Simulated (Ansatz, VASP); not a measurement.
Two plane-wave programs on Al2O3

The input INCAR:

```
SYSTEM = Al2O3
PREC = Accurate
ENCUT = 520
EDIFF = 1E-7
ISMEAR = 0
SIGMA = 0.05
LREAL = .FALSE.
LASPH = .TRUE.
NELM = 60
ALGO = Normal
ISIF = 2
LWAVE = .FALSE.
LCHARG = .FALSE.
GGA = CA
NBANDS = 35
```

KPOINTS

```
Automatic mesh
0
G
  6 4 8
  0 0 0
```

The input POSCAR:

```
Al2O3
1.0
    4.6137770000      0.0000000000      0.0000000000
    0.0000000000      9.5632790000      0.0000000000
    0.0000000000      0.0000000000      3.1198620000
Al O
4 6
Direct
    0.5170250000      0.3245730000      0.5000000000
    0.4829750000      0.6754270000      0.5000000000
    0.0170250000      0.1754270000      0.0000000000
    0.9829750000      0.8245730000      0.0000000000
    0.8763650000      0.2469500000      0.5000000000
    0.0000000000      0.0000000000      0.0000000000
    0.6236350000      0.7469500000      0.0000000000
    0.3763650000      0.2530500000      0.0000000000
    0.1236350000      0.7530500000      0.5000000000
    0.5000000000      0.5000000000      0.5000000000
```

Input for Ansatz:

```yaml
crystal:
  lattice:
    - [4.613777, 0.0, 0.0]
    - [0.0, 9.563279, 0.0]
    - [0.0, 0.0, 3.119862]
  atoms:
    - { symbol: Al, position: [0.517025, 0.324573, 0.5] }
    - { symbol: Al, position: [0.482975, 0.675427, 0.5] }
    - { symbol: Al, position: [0.017025, 0.175427, 0.0] }
    - { symbol: Al, position: [0.982975, 0.824573, 0.0] }
    - { symbol: O, position: [0.876365, 0.24695, 0.5] }
    - { symbol: O, position: [0.0, 0.0, 0.0] }
    - { symbol: O, position: [0.623635, 0.74695, 0.0] }
    - { symbol: O, position: [0.376365, 0.25305, 0.0] }
    - { symbol: O, position: [0.123635, 0.75305, 0.5] }
    - { symbol: O, position: [0.5, 0.5, 0.5] }
basis:
  ecutwfc: 500
  fft_grid_basis: typed
kpoints:
  mp_grid: { grid: [6, 4, 8] }
hamiltonian:
  xc: lda
scf:
  occupations: { method: gaussian, width: 0.05 }
output:
  forces: true
  stress: true
  eigenvalues: true
  bader: true
  write_density: true
  volumetric_format: npy
  elf: true
```

Alike in both runs: task single point; functional LDA; k mesh 6 × 4 × 8; occupations gaussian, width 0.05 eV; no spin polarisation.

|  | VASP | Ansatz |
| --- | --- | --- |
| version | VASP 6.6.1 | Ansatz 0.2.0 |
| potentials or method | VASP PAW LDA potentials, release 64 (Al, O), cutoff 520 eV | scalar-relativistic, plane waves, PAW |
| valence electrons in the cell | 48 | 48 |

```tsv
	VASP	Ansatz	Ansatz less VASP
gap on the k mesh at the Fermi level (eV)	3.35	3.36	+0.012
pressure (GPa)	-5.9	-6.5	-0.63
traceless stress, the component that is largest in VASP (GPa)	-3.54	-3.32	+0.224
rms of the force components (eV/Å)	0.079	0.080	+0.0004
```

LDA's correlation is that of Perdew and Zunger in VASP and of Perdew and Wang (1992) in Ansatz. Atom by atom the forces differ by 0.030 eV/Å (rms over components).
